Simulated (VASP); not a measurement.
## Mg3ZnS4: single point with PBE

Mg3ZnS4:

```
Mg Zn S
1.0
     0.00000    0.00000    3.67608
     3.67225   -5.21346    0.00000
     3.67225    5.21346    0.00000
Mg Zn S
3 1 4
Direct
  0.50000 0.00000 0.50000
  0.50000 0.50000 0.00000
  0.00000 0.50000 0.50000
  0.00000 0.00000 0.00000
  0.00000 0.75008 0.24992
  0.50000 0.75624 0.75624
  0.50000 0.24376 0.24376
  0.00000 0.24992 0.75008
```

* Program: VASP 6.6.1
* Task: single point
* Functional: PBE
* Potentials or basis: VASP PAW PBE potentials, release 64 (Mg, Zn, S)
* Cutoff: 520 eV
* k mesh: 4 × 2 × 2
* Occupations: gaussian, width 0.1 eV
* Spin: no spin polarisation

```
Pressure               : -0.1 GPa
Largest force          : 0.018 eV/Å
Band gap on the k mesh : 1.24 eV, indirect (least direct gap 1.41 eV)
```

Forces on the atoms (eV/Å):
```
Mg   0.000  0.000  0.000
Mg   0.000  0.000  0.000
Mg   0.000  0.000  0.000
Zn   0.000  0.000  0.000
S    0.000  0.018  0.000
S   -0.001  0.000  0.000
S    0.001  0.000  0.000
S    0.000 -0.018  0.000
```

Stress tensor (GPa, compression positive):
```
 0.07  0.00  0.00
 0.00 -0.46  0.00
 0.00  0.00  0.08
```

Levels at points of the mesh, in eV from the valence-band top:
```tsv
k point	band 17	band 18	band 19	band 20	band 21	band 22	band 23	band 24	band 25	band 26
(0.00, 0.00, 0.00)	-0.18	-0.17	-0.07	-0.05	-0.03	1.71	3.47	4.37	4.46	4.71
(0.50, 0.00, 0.00)	-2.36	-2.35	-2.18	-0.64	-0.21	3.79	5.21	5.39	5.76	7.22
(0.00, 0.50, 0.00)	-1.02	-0.37	-0.34	-0.11	-0.06	3.35	4.19	4.86	4.90	6.59
(0.50, 0.50, 0.00)	-1.86	-1.33	-1.29	-1.03	-0.88	2.80	4.04	4.43	4.50	6.70
(0.00, 0.50, 0.50)	-1.08	-0.93	-0.91	-0.64	-0.22	3.66	4.86	5.35	5.65	5.66
(0.50, 0.50, 0.50)	-1.69	-0.60	-0.55	-0.17	-0.17	1.24	2.78	4.40	4.47	4.72
```

Run time: 20 s on 1 thread of Intel(R) Xeon(R) 6975P-C (Granite Rapids), with other jobs on the host, peak memory 0.24 GiB.

Caveat: the k points lie up to 0.52 Å⁻¹ apart. A k mesh can miss the band edges.
